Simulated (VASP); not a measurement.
## PtS2: vibrations by perturbation theory with LDA

PtS2:

```
CELL_PARAMETERS angstrom
3.56235 0.00000 0.00000
-1.78118 3.08509 0.00000
0.00000 0.00000 4.52672
ATOMIC_POSITIONS crystal
Pt 0.00000 0.00000 0.00000
S 0.33333 0.66667 0.26227
S 0.66667 0.33333 0.73773
```

```yaml
Program: VASP 6.6.1
Task: vibrations by perturbation theory
Functional: LDA
Potentials_or_basis: VASP PAW LDA potentials, release 64 (Pt, S)
Cutoff: 520 eV
k_mesh: 10 × 10 × 8
Occupations: fermi-dirac, width 0.05 eV
Spin: no spin polarisation
Dipole_correction: no
Further_INCAR_settings: ALGO = Normal; EDIFF = 1e-08; IBRION = 8; NSW = 1
```

- Highest phonon frequency at Γ, LO-TO splitting left out: 336 cm⁻¹

Phonon frequencies in cm⁻¹ (negative: imaginary):
| q point | frequencies |
| --- | --- |
| (0.000, 0.000, 0.000) | 0 0 0 297 297 312 312 324 336 |

It took 9 min on 1 thread of Oxide Virtual Turin-like Processor, on a shared host, peak memory 0.79 GiB.
